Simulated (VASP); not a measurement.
F: single point with LDA

F:

```
F
1.0
    -1.28640    1.28640    1.28640
     1.28640   -1.28640    1.28640
     1.28640    1.28640   -1.28640
F
1
Direct
  0.00000 0.00000 0.00000
```

```yaml
Program: VASP 6.6.1
Task: single point
Functional: LDA
Potentials_or_basis: VASP PAW LDA potentials, release 64 (F)
Cutoff: 520 eV
k_mesh: 18 × 18 × 18
Occupations: fermi-dirac, width 0.136057 eV
Spin: no spin polarisation
Dipole_correction: no
Further_INCAR_settings: ALGO = Normal; EDIFF = 1e-07; NBANDS = 10
```

```json
{
  "Pressure": "-0.9 GPa"
}
```

Levels at points of the mesh, in eV from the Fermi level:
| k point | band 1 | band 2 | band 3 | band 4 | band 5 | band 6 | band 7 | band 8 | band 9 |
| --- | --- | --- | --- | --- | --- | --- | --- | --- | --- |
| (0.00, 0.00, 0.00) | -22.64 | 0.60 | 0.60 | 0.60 | 14.95 | 38.21 | 38.21 | 38.21 | 41.55 |
| (0.50, 0.00, 0.00) | -20.02 | -5.22 | -0.74 | 0.40 | 20.37 | 24.02 | 29.39 | 38.09 | 44.41 |
| (0.50, 0.50, 0.50) | -18.62 | -2.62 | -2.62 | -2.62 | 20.05 | 20.05 | 34.19 | 34.19 | 34.19 |

It took 4.8 s on 1 thread of Intel(R) Xeon(R) 6975P-C (Granite Rapids), on a shared host, peak memory 0.11 GiB.

Caveat: an odd number of electrons without spin polarisation forces a metal; a magnetic or distorted state may lie lower.
